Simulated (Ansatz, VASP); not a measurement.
# Al3GaAs4: VASP beside Ansatz

The input INCAR:

```
PREC = Accurate ; ENCUT = 600
EDIFF = 1E-7 ; ISMEAR = 0
SIGMA = 0.02 ; LREAL = F
LASPH = T ; NELM = 60
ALGO = Normal ; ISIF = 3
LWAVE = F ; LCHARG = F
GGA = PE ; IBRION = 2
NSW = 100 ; EDIFFG = -0.01
```

The input KPOINTS:

```
Automatic mesh
0
Gamma
  6 6 6
```

The input POSCAR:

```
Al3GaAs4
1.0
    5.7297041707      0.0000000000      0.0000000000
    0.0000000000      5.7297041707      0.0000000000
    0.0000000000      0.0000000000      5.7297041707
Al Ga As
3 1 4
Direct
    0.0000000000      0.5000000000      0.5000000000
    0.5000000000      0.0000000000      0.5000000000
    0.5000000000      0.5000000000      0.0000000000
    0.0000000000      0.0000000000      0.0000000000
    0.2508810230      0.2508810230      0.7491189770
    0.2508810230      0.7491189770      0.2508810230
    0.7491189770      0.2508810230      0.2508810230
    0.7491189770      0.7491189770      0.7491189770
```

Input for Ansatz:

```yaml
crystal:
  lattice:
    - [5.7297041707, 0.0, 0.0]
    - [0.0, 5.7297041707, 0.0]
    - [0.0, 0.0, 5.7297041707]
  atoms:
    - { symbol: Al, position: [0.0, 0.5, 0.5] }
    - { symbol: Al, position: [0.5, 0.0, 0.5] }
    - { symbol: Al, position: [0.5, 0.5, 0.0] }
    - { symbol: Ga, position: [0.0, 0.0, 0.0] }
    - { symbol: As, position: [0.250881023, 0.250881023, 0.749118977] }
    - { symbol: As, position: [0.250881023, 0.749118977, 0.250881023] }
    - { symbol: As, position: [0.749118977, 0.250881023, 0.250881023] }
    - { symbol: As, position: [0.749118977, 0.749118977, 0.749118977] }
basis:
  ecutwfc: 420
kpoints:
  mp_grid: { grid: [6, 6, 6] }
hamiltonian:
  xc: pbe
scf:
  occupations: { method: gaussian, width: 0.02 }
output:
  forces: true
  stress: true
  eigenvalues: true
relax:
  adjacent_minimum: "off"
  f_tol: 0.01
  max_steps: 80
  cell: { stress_tol: 0.05 }
```

Alike in both runs: task relaxation of cell and atoms; functional PBE; k mesh 6 × 6 × 6; occupations gaussian, width 0.02 eV; no spin polarisation.

|  | VASP | Ansatz |
| --- | --- | --- |
| version | VASP 6.6.1 | Ansatz 0.2.0 |
| potentials or method | VASP PAW PBE potentials, release 64 (Al, Ga_d, As), cutoff 600 eV | scalar-relativistic, plane waves, PAW |
| valence electrons in the cell | 42 | 82 |

VASP gave:

* gap on the k mesh at the Fermi level, each at its own relaxed structure (eV): 1.02
* relaxed volume (Å³/atom): 23.61
* relaxed length of the cell vector where the two differ most in proportion (Å): 5.737

Problem. Which values does Ansatz return?

Solution. gap on the k mesh at the Fermi level, each at its own relaxed structure (eV): 1.03; relaxed volume (Å³/atom): 23.55; relaxed length of the cell vector where the two differ most in proportion (Å): 5.733.

VASP's potentials hold 42 valence electrons a cell and Ansatz's 82, so a difference there can come from the potentials and not from the codes.
